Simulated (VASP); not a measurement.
# KMgF3 (R-3m) in VASP: notebook

KMgF3 is run at these levels: PBE; tasks: single point.

All numbers are computed with VASP 6.6.1; they aren't measurements. Logs are shortened: lines on timing, memory, paths and dates and some standing lists are left out, and cuts for length are marked.

### 1 The cell of the first run

Symmetry: R-3m, No. 166, trigonal system. The conventional cell has a = 4.781 Å, b = 4.781 Å, c = 12.928 Å, α = 90.00°, β = 90.00°, γ = 120.00°. Within 3.6 Å of K (site symmetry -3m) lie 6 F at 2.56 Å and 6 Mg at 3.50 Å. Within 3.2 Å of Mg (site symmetry -3m) lie 6 F at 2.39 Å. F (site symmetry 2/m) has 4 F at 2.39 Å and 2 Mg at 2.39 Å and 2 K at 2.56 Å within 3.2 Å.

The cell was built from a structure type or drawn by symmetry, and may not be a known phase.

### 2 Single point, PBE

INCAR reads:

```
ALGO = Normal
EDIFF = 1E-6
ENCUT = 600
GGA = PE
GGA_COMPAT = F
ISIF = 2
ISMEAR = 0
LASPH = T
LCHARG = F
LREAL = F
LWAVE = F
NBANDS = 24
NELM = 120
PREC = Accurate
SIGMA = 0.15
```

KPOINTS reads:

```
k-points
0
Gamma
  3 3 3
```

POSCAR reads:

```
KMgF3
1.0
    2.3903416729      1.3800644070      4.3094464863
   -2.3903416729      1.3800644070      4.3094464863
    0.0000000000     -2.7601288179      4.3094464850
K Mg F
1 1 3
Direct
    0.0000000000      0.0000000000      0.0000000000
    0.5000000000      0.5000000000      0.5000000000
    0.0000000000      0.0000000000      0.5000000000
    0.5000000000      0.0000000000      0.0000000000
    0.0000000000      0.5000000000      0.0000000000
```

Potentials or basis: VASP PAW PBE potentials, release 64 (K_sv, Mg, F).

Launch:

```bash
$ cat potpaw_PBE.64/K_sv/POTCAR potpaw_PBE.64/Mg/POTCAR potpaw_PBE.64/F/POTCAR > POTCAR
$ mpirun -np 1 vasp_std > vasp.out
```

OUTCAR:

```text
EDIFF = 1E-6
   ENCUT = 600
   GGA = PE
   ISIF = 2
   ISMEAR = 0
   LASPH = T
   LREAL = F
   NELM = 120
   PREC = Accurate

 ion  position               nearest neighbor table
   1  0.000  0.000  0.000-   3 2.56   3 2.56   5 2.56   4 2.56   5 2.56   4 2.56   2 3.50   2 3.50
                             2 3.50   2 3.50   2 3.50   2 3.50
   2  0.500  0.500  0.500-   4 2.39   5 2.39   4 2.39   5 2.39   3 2.39   3 2.39   1 3.50   1 3.50
                             1 3.50   1 3.50   1 3.50   1 3.50
   3  0.000  0.000  0.500-   2 2.39   2 2.39   1 2.56   1 2.56
   4  0.500  0.000  0.000-   2 2.39   2 2.39   1 2.56   1 2.56
   5  0.000  0.500  0.000-   2 2.39   2 2.39   1 2.56   1 2.56

  LATTYP: Found a trigonal (rhomboedric) cell.
 ALAT       =     5.1175814697
 COS(alpha) =     0.5636646176

  Lattice vectors:

 A1 = (   2.3903416729,   1.3800644070,   4.3094464863)
 A2 = (  -2.3903416729,   1.3800644070,   4.3094464863)
 A3 = (   0.0000000000,  -2.7601288179,   4.3094464850)

Analysis of symmetry for initial positions (statically):
=====================================================================
 Subroutine PRICEL returns:
 Original cell was already a primitive cell.

 Routine SETGRP: Setting up the symmetry group for a
 trigonal (rhombohedral) supercell.

 Subroutine GETGRP returns: Found 12 space group operations
 (whereof 12 operations were pure point group operations)
 out of a pool of 12 trial point group operations.

The static configuration has the point symmetry D_3d.

Analysis of symmetry for dynamics (positions and initial velocities):
=====================================================================
 Subroutine PRICEL returns:
 Original cell was already a primitive cell.

 Routine SETGRP: Setting up the symmetry group for a
 trigonal (rhombohedral) supercell.

 Subroutine GETGRP returns: Found 12 space group operations
 (whereof 12 operations were pure point group operations)
 out of a pool of 12 trial point group operations.

The dynamic configuration has the point symmetry D_3d.

 Subroutine INISYM returns: Found 12 space group operations
 (whereof 12 operations are pure point group operations),
 and found     1 'primitive' translations

----------------------------------------------------------------------------------------

                                     Primitive cell

  volume of cell :      85.2967

  direct lattice vectors                    reciprocal lattice vectors
     2.390341673  1.380064407  4.309446486     0.209175117  0.120767310  0.077349454
    -2.390341673  1.380064407  4.309446486    -0.209175117  0.120767310  0.077349454
     0.000000000 -2.760128818  4.309446485     0.000000000 -0.241534621  0.077349454

  length of vectors
     5.117581470  5.117581470  5.117581470     0.253617647  0.253617647  0.253617647

  position of ions in fractional coordinates (direct lattice)
     0.000000000  0.000000000  0.000000000
     0.500000000  0.500000000  0.500000000
     0.000000000  0.000000000  0.500000000
     0.500000000  0.000000000  0.000000000
     0.000000000  0.500000000  0.000000000

  ion indices of the primitive-cell ions
   primitive index   ion index
                 1           1
                 2           2
                 3           3
                 4           4
                 5           5

----------------------------------------------------------------------------------------

 KPOINTS: k-points

Automatic generation of k-mesh.
 Grid dimensions read from file:
 generate k-points for:    3    3    3

 Generating k-lattice:

  Cartesian coordinates                     Fractional coordinates (reciprocal lattice)
     0.069725039  0.040255770  0.025783151     0.333333333  0.000000000  0.000000000
    -0.069725039  0.040255770  0.025783151     0.000000000  0.333333333  0.000000000
     0.000000000 -0.080511540  0.025783151     0.000000000  0.000000000  0.333333333

  Length of vectors
     0.084539216  0.084539216  0.084539216

  Shift w.r.t. Gamma in fractional coordinates (k-lattice)
     0.000000000  0.000000000  0.000000000

 Subroutine IBZKPT returns following result:
 ===========================================

 Found      6 irreducible k-points:

 Following reciprocal coordinates:
            Coordinates               Weight
  0.000000  0.000000  0.000000      1.000000
  0.333333 -0.000000 -0.000000      6.000000
  0.333333  0.333333 -0.000000      6.000000
 -0.333333  0.333333  0.000000      6.000000
  0.333333  0.333333  0.333333      2.000000
 -0.333333  0.333333  0.333333      6.000000
   k-points           NKPTS =      6   k-points in BZ     NKDIM =      6   number of bands    NBANDS=     24
   number of dos      NEDOS =    301   number of ions     NIONS =      5
   total plane-waves  NPLWV =  74088
   dimension x,y,z NGX =    42 NGY =   42 NGZ =   42
   dimension x,y,z NGXF=    84 NGYF=   84 NGZF=   84
   ions per type =               1   1   3
   NGX,Y,Z   is equivalent  to a cutoff of  13.64, 13.64, 13.64 a.u.
   NGXF,Y,Z  is equivalent  to a cutoff of  27.29, 27.29, 27.29 a.u.
 SYSTEM =  unknown system
   PREC   = accura    normal or accurate (medium, high low for compatibility)
   ISTART =      0    job   : 0-new  1-cont  2-samecut
   ICHARG =      2    charge: 1-file 2-atom 10-const
   ISPIN  =      1    spin polarized calculation?
   LNONCOLLINEAR =      F non collinear calculations
   LSORBIT =      F    spin-orbit coupling
   LASPH  =      T    aspherical Exc in radial PAW
   ENCUT  =  600.0 eV  44.10 Ry    6.64 a.u.  10.22 10.22 10.22*2*pi/ulx,y,z
   NELM   =    120;   NELMIN=  2; NELMDL= -5     # of ELM steps
   EDIFF  = 0.1E-05   stopping-criterion for ELM
   LREAL  =      F    real-space projection
   EDIFFG = 0.1E-04   stopping-criterion for IOM
   NSW    =      0    number of steps for IOM
   IBRION =     -1    ionic relax: 0-MD 1-quasi-New 2-CG
   NFREE  =      0    steps in history (QN), initial steepest desc. (CG)
   ISIF   =      2    stress and relaxation
   ISYM   =      2    0-nonsym 1-usesym 2-fastsym
   POTIM  = 0.5000    time-step for ionic-motion
   TEBEG  =    0.0;   TEEND  =   0.0 temperature during run
   PSTRESS=    0.0 pullay stress
   NELECT =      32.0000    total number of electrons
   NUPDOWN=      -1.0000    fix difference up-down
   EMIN   =  10.00;   EMAX   =-10.00  energy-range for DOS
   EFERMI =   0.00;   METHOD = LEGACY
   ISMEAR =     0;   SIGMA  =   0.15  broadening in eV -4-tet -1-fermi 0-gaus
   EFERMI_NEDOS =   21; number of points for ismear=-14 and -15
   IALGO  =     38    algorithm
   IMIX   =      4    mixing-type and parameters
     AMIX     =   0.40;   BMIX     =  1.00
     AMIX_MAG =   1.60;   BMIX_MAG =  1.00
  volume/ion in A,a.u.               =      17.06       115.12
  Fermi-wavevector in a.u.,A,eV,Ry     =   1.180721  2.231240 18.967926  1.394103
  Thomas-Fermi vector in A             =   2.317008
   LORBIT       =      0    0 simple, 1 ext, 2 COOP (PROOUT), +10 PAW based schemes
   GGA     = PE    functional components
   LHFCALC =     F    Hartree Fock is set to
   AEXX    =    0.0000 exact exchange contribution
   IVDW    =     0    specifies the selected vdW correction
   LEPSILON=     F    determine dielectric tensor
   LRPA    =     F    only Hartree local field effects (RPA)
 non-spin polarized calculation
 Gauss-broadening in eV      SIGMA  =   0.15
  energy-cutoff  :      600.00
  volume of cell :       85.30
 maximum number of plane-waves:      2867
 NGX is ok and might be reduce to    42
   NGX = 21   NGY = 21   NGZ = 21

 number of electron      32.0000014 magnetization

 Free energy of the ion-electron system (eV)
  ---------------------------------------------------
  ext. energy  EPLUGINS =         0.00000000
  ---------------------------------------------------
  free energy    TOTEN  =       -18.41264577 eV

  energy without entropy =      -18.40999613  energy(sigma->0) =      -18.41132095

 E-fermi :   0.4020     XC(G=0):  -8.1279

 val. band max:        0.1646235290   @ k =   0.0000   0.0000   0.0000
 cond. band min:       0.5561229631   @ k =   0.0000   0.0000   0.0000
 fundamental gap:      0.3914994341
 Fermi energy:         0.4019663463

 k-point     1 :       0.0000    0.0000    0.0000
  band No.  band energies     occupation
      1     -28.3423      2.00000
      2     -21.2464      2.00000
      3     -20.1908      2.00000
      4     -20.1908      2.00000
      5     -12.0516      2.00000
      6     -12.0516      2.00000
      7     -11.8024      2.00000
      8      -3.8378      2.00000
      9      -3.8378      2.00000
     10      -3.6193      2.00000
     11      -2.5482      2.00000
     12      -1.7102      2.00000
     13      -1.7102      2.00000
     14      -1.0643      2.00000
     15       0.1646      1.97476
     16       0.1646      1.97476
     17       0.5561      0.14611
     18       6.5354      0.00000
     19       6.6795      0.00000
     20       6.6795      0.00000
     21       7.3242      0.00000
     22       9.5892      0.00000
     23       9.5892      0.00000
     24      10.9615      0.00000

 k-point     2 :       0.3333   -0.0000   -0.0000
  band No.  band energies     occupation
      1     -28.3356      2.00000
      2     -21.0433      2.00000
      3     -20.4653      2.00000
      4     -20.1966      2.00000
      5     -12.0617      2.00000
      6     -12.0585      2.00000
      7     -11.6667      2.00000
      8      -4.1060      2.00000
      9      -3.2609      2.00000
     10      -2.9483      2.00000
     11      -2.5169      2.00000
     12      -2.0945      2.00000
     13      -1.7406      2.00000
     14      -1.7181      2.00000
     15      -0.9945      2.00000
     16       0.0495      1.99911
     17       2.1758      0.00000
     18       4.2674      0.00000
     19       7.3506      0.00000
     20       7.8212      0.00000
     21       8.2974      0.00000
     22       9.0759      0.00000
     23      10.0258      0.00000
     24      10.6440      0.00000

 k-point     3 :       0.3333    0.3333   -0.0000
  band No.  band energies     occupation
      1     -28.3314      2.00000
      2     -21.0799      2.00000
      3     -20.4490      2.00000
      4     -20.2078      2.00000
      5     -12.0773      2.00000
      6     -11.9886      2.00000
      7     -11.5686      2.00000
      8      -4.1947      2.00000
      9      -3.2538      2.00000
     10      -2.9690      2.00000
     11      -2.7954      2.00000
     12      -2.0036      2.00000
     13      -1.9653      2.00000
     14      -1.7138      2.00000
     15      -0.9537      2.00000
     16       0.0371      1.99942
     17       2.4489      0.00000
     18       4.3947      0.00000
     19       7.3933      0.00000
     20       7.7140      0.00000
     21       8.4279      0.00000
     22       9.1647      0.00000
     23       9.5334      0.00000
     24      10.6608      0.00000

 k-point     4 :      -0.3333    0.3333    0.0000
  band No.  band energies     occupation
      1     -28.3302      2.00000
      2     -20.7988      2.00000
      3     -20.7436      2.00000
      4     -20.2167      2.00000
      5     -12.0733      2.00000
      6     -12.0191      2.00000
      7     -11.5586      2.00000
      8      -4.1354      2.00000
      9      -2.8385      2.00000
     10      -2.7676      2.00000
     11      -2.5496      2.00000
     12      -2.2900      2.00000
     13      -1.9109      2.00000
     14      -1.7486      2.00000
     15      -1.6406      2.00000
     16      -0.2557      2.00000
     17       3.4431      0.00000
     18       3.9980      0.00000
     19       6.5367      0.00000
     20       7.9593      0.00000
     21       8.1656      0.00000
     22       9.2216      0.00000
     23       9.9748      0.00000
     24      10.7625      0.00000

 k-point     5 :       0.3333    0.3333    0.3333
  band No.  band energies     occupation
      1     -28.3295      2.00000
      2     -21.3219      2.00000
      3     -20.2009      2.00000
      4     -20.2009      2.00000
      5     -11.9784      2.00000
      6     -11.9784      2.00000
      7     -11.4925      2.00000
      8      -3.9114      2.00000
      9      -3.9114      2.00000
     10      -3.7929      2.00000
     11      -3.2353      2.00000
     12      -1.9411      2.00000
     13      -1.9411      2.00000
     14      -1.0617      2.00000
     15       0.1565      1.97932
     16       0.1565      1.97932
     17       1.6922      0.00000
     18       3.9974      0.00000
     19       7.1567      0.00000
     20       7.1567      0.00000
     21      10.3663      0.00000
     22      10.5065      0.00000
     23      10.5065      0.00000
     24      11.1851      0.00000

 k-point     6 :      -0.3333    0.3333    0.3333
  band No.  band energies     occupation
      1     -28.3271      2.00000
      2     -21.1125      2.00000
      3     -20.4483      2.00000
      4     -20.2072      2.00000
      5     -12.0216      2.00000
      6     -11.9870      2.00000
      7     -11.4736      2.00000
      8      -4.1893      2.00000
      9      -3.3118      2.00000
     10      -3.1168      2.00000
     11      -2.9566      2.00000
     12      -2.1577      2.00000
     13      -1.9617      2.00000
     14      -1.7037      2.00000
     15      -0.9035      2.00000
     16       0.0417      1.99932
     17       3.3039      0.00000
     18       3.6627      0.00000
     19       6.5371      0.00000
     20       7.9495      0.00000
     21       8.8256      0.00000
     22       9.9628      0.00000
     23      10.0375      0.00000
     24      10.4134      0.00000

------------------------ aborting loop because EDIFF is reached ----------------------------------------

  FORCE on cell =-STRESS in cart. coord.  units (eV):
  Direction    XX          YY          ZZ          XY          YZ          ZX
  --------------------------------------------------------------------------------------
  -------------------------------------------------------------------------------------
  Total        0.0598383      0.0598383      0.0166595      0.0000000      0.0000000      0.0000000
  in kB        1.1239782      1.1239782      0.3129259      0.0000000      0.0000000      0.0000000
  external PRESSURE =       0.8536274 kB  Pullay stress =       0.0000000 kB

 VOLUME and BASIS-vectors are now :
 -----------------------------------------------------------------------------
  energy-cutoff  :      600.00
  volume of cell :       85.30
      direct lattice vectors                 reciprocal lattice vectors
     2.390341673  1.380064407  4.309446486     0.209175117  0.120767310  0.077349454
    -2.390341673  1.380064407  4.309446486    -0.209175117  0.120767310  0.077349454
     0.000000000 -2.760128818  4.309446485     0.000000000 -0.241534621  0.077349454

 POSITION                                       TOTAL-FORCE (eV/Angst)
 -----------------------------------------------------------------------------------
      0.00000      0.00000      0.00000         0.000000     -0.000000      0.000000
      0.00000     -0.00000      6.46417         0.000000     -0.000000      0.000000
      0.00000     -1.38006      2.15472        -0.000000     -0.000000     -0.000000
      1.19517      0.69003      2.15472         0.000000      0.000000     -0.000000
     -1.19517      0.69003      2.15472        -0.000000     -0.000000      0.000000
 -----------------------------------------------------------------------------------
    total drift:                               -0.000000      0.000000     -0.000000

  FREE ENERGIE OF THE ION-ELECTRON SYSTEM (eV)
  ---------------------------------------------------
  free  energy   TOTEN  =       -18.4126457661 eV

  energy  without entropy=      -18.4099961330  energy(sigma->0) =      -18.41132095
```

Run time: 23 s. Hardware: 1 thread of Intel Xeon Platinum 8488C (Sapphire Rapids), shared host; peak memory 0.24 GiB.

What came out:

```yaml
Free_energy: -18.4126 eV
Pressure: 0.1 GPa
Band_gap_on_the_k_mesh: 0.39 eV
```

Caveat: the k points lie up to 0.53 Å⁻¹ apart.

### 3 Single point, PBE

This run uses another cell than the first one, of 17.09 Å³/atom.

INCAR reads:

```
SYSTEM = KMgF3
  ALGO = Normal
  EDIFF = 1E-6
  ENCUT = 600
  GGA = PE
  GGA_COMPAT = .FALSE.
  ISIF = 2
  ISMEAR = 0
  LASPH = .TRUE.
  LCHARG = .FALSE.
  LREAL = .FALSE.
  LWAVE = .FALSE.
  NBANDS = 24
  NELM = 120
  PREC = Accurate
  SIGMA = 0.15
```

KPOINTS reads:

```
k-points
0
G
  3 3 3
  0 0 0
```

POSCAR reads:

```
KMgF3
1.0
    2.3920692329      1.3810618140      4.3120143288
   -2.3920692329      1.3810618140      4.3120143288
    0.0000000000     -2.7621236326      4.3120143273
K Mg F
1 1 3
Direct
    0.5000000000      0.5000000000      0.5000000000
    0.0000000000      0.0000000000      0.0000000000
    0.5000000000      0.5000000000      0.0000000000
    0.0000000000      0.5000000000      0.5000000000
    0.5000000000      0.0000000000      0.5000000000
```

Potentials or basis: VASP PAW PBE potentials, release 64 (K_sv, Mg, F).

Launch:

```bash
$ cat potpaw_PBE.64/K_sv/POTCAR potpaw_PBE.64/Mg/POTCAR potpaw_PBE.64/F/POTCAR > POTCAR
$ mpirun -np 1 vasp_std > vasp.out
```

OUTCAR:

```text
SYSTEM = KMgF3
   EDIFF = 1E-6
   ENCUT = 600
   GGA = PE
   ISIF = 2
   ISMEAR = 0
   LASPH = .TRUE.
   LREAL = .FALSE.
   NELM = 120
   PREC = Accurate

 ion  position               nearest neighbor table
   1  0.500  0.500  0.500-   3 2.56   3 2.56   5 2.56   4 2.56   5 2.56   4 2.56   2 3.50   2 3.50
                             2 3.50   2 3.50   2 3.50   2 3.50
   2  0.000  0.000  0.000-   4 2.39   5 2.39   4 2.39   5 2.39   3 2.39   3 2.39   1 3.50   1 3.50
                             1 3.50   1 3.50   1 3.50   1 3.50
[... 349 lines left out ...]
  --------------------------------------------------------------------------------------
  -------------------------------------------------------------------------------------
  Total        0.0014133      0.0014133     -0.0262781      0.0000000      0.0000000      0.0000000
  in kB        0.0264928      0.0264928     -0.4925901      0.0000000      0.0000000      0.0000000
  external PRESSURE =      -0.1465348 kB  Pullay stress =       0.0000000 kB

 VOLUME and BASIS-vectors are now :
 -----------------------------------------------------------------------------
  energy-cutoff  :      600.00
  volume of cell :       85.47
      direct lattice vectors                 reciprocal lattice vectors
     2.392069233  1.381061814  4.312014329     0.209024050  0.120680092  0.077303392
    -2.392069233  1.381061814  4.312014329    -0.209024050  0.120680092  0.077303392
     0.000000000 -2.762123633  4.312014327     0.000000000 -0.241360184  0.077303392

 POSITION                                       TOTAL-FORCE (eV/Angst)
 -----------------------------------------------------------------------------------
      0.00000     -0.00000      6.46802         0.000000     -0.000000     -0.000000
      0.00000      0.00000      0.00000        -0.000000     -0.000000      0.000000
      0.00000      1.38106      4.31201        -0.000000      0.000000     -0.000000
     -1.19603     -0.69053      4.31201         0.000000      0.000000      0.000000
      1.19603     -0.69053      4.31201         0.000000     -0.000000      0.000000
 -----------------------------------------------------------------------------------
    total drift:                                0.000000     -0.000000     -0.000000

  FREE ENERGIE OF THE ION-ELECTRON SYSTEM (eV)
  ---------------------------------------------------
  free  energy   TOTEN  =       -18.4130240464 eV

  energy  without entropy=      -18.4103753851  energy(sigma->0) =      -18.41169972
```

stdout:

```text
POSCAR found type information on POSCAR K MgF
 POSCAR found :  3 types and       5 ions
 scaLAPACK will be used
 LDA part: xc-table for (Slater+PW92), standard interpolation
 POSCAR, INCAR and KPOINTS ok, starting setup
 FFT: planning ... GRIDC
 FFT: planning ... GRID_SOFT
 FFT: planning ... GRID
 WAVECAR not read
 entering main loop
```

Wall time 22 s (1 thread of Intel Xeon Platinum 8488C (Sapphire Rapids), shared host); peak memory 0.25 GiB.

Results:

```
Free energy            : -18.4130 eV
Pressure               : 0.0 GPa
Band gap on the k mesh : 0.39 eV
```

Levels at points of the mesh, in eV from the valence-band top:
```tsv
k point	band 12	band 13	band 14	band 15	band 16	band 17	band 18	band 19	band 20	band 21
(0.00, 0.00, 0.00)	-1.87	-1.87	-1.23	0.00	0.00	0.39	6.36	6.52	6.52	7.15
```

Caveat: the k points lie up to 0.53 Å⁻¹ apart.
